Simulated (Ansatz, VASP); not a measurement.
**Two plane-wave programs on LiH**

File INCAR:

```
PREC = Accurate ; ENCUT = 750
EDIFF = 1E-6 ; ISMEAR = 0
SIGMA = 0.05 ; LREAL = False
LASPH = True ; NELM = 120
ALGO = Normal ; ISIF = 2
LWAVE = False ; LCHARG = False
GGA = PE ; NBANDS = 9
GGA_COMPAT = False
```

The input KPOINTS:

```
Automatic mesh
0
Gamma
  10 10 10
```

The input POSCAR:

```
LiH
1.0
    0.0000000000      2.0934750000      2.0325000000
    2.0325000000      0.0000000000      2.0325000000
    2.0325000000      2.0934750000      0.0000000000
Li H
1 1
Direct
    0.0000000000      0.0000000000      0.0000000000
    0.5000000000      0.5000000000      0.5000000000
```

Input for Ansatz:

```yaml
crystal:
  lattice:
    - [0.0, 2.093475, 2.0325]
    - [2.0325, 0.0, 2.0325]
    - [2.0325, 2.093475, 0.0]
  atoms:
    - { symbol: Li, position: [0.0, 0.0, 0.0] }
    - { symbol: H, position: [0.5, 0.5, 0.5] }
basis:
  ecutwfc: 420
kpoints:
  mp_grid: { grid: [10, 10, 10] }
hamiltonian:
  xc: pbe
scf:
  occupations: { method: gaussian, width: 0.05 }
output:
  forces: true
  stress: true
  eigenvalues: true
```

Change from the starting cell: strain +0.0300 x Voigt [0, 1, 0, 0, 0, 0], atoms carried along.

Alike in both runs: task single point; functional PBE; k mesh 10 × 10 × 10; occupations gaussian, width 0.05 eV; no spin polarisation.

|  | VASP | Ansatz |
| --- | --- | --- |
| version | VASP 6.6.1 | Ansatz 0.2.0 |
| potentials or method | VASP PAW PBE potentials, release 64 (Li_sv, H), cutoff 750 eV | scalar-relativistic, plane waves, PAW |
| valence electrons in the cell | 4 | 4 |

```csv
,VASP,Ansatz,Ansatz less VASP
gap on the k mesh at the Fermi level (eV),2.71,2.72,+0.005
least direct gap on the mesh (eV),2.94,2.94,+0.005
pressure (GPa),-2.5,-2.3,+0.16
"traceless stress, the component that is largest in VASP (GPa)",-1.02,-1.02,+0.001
```
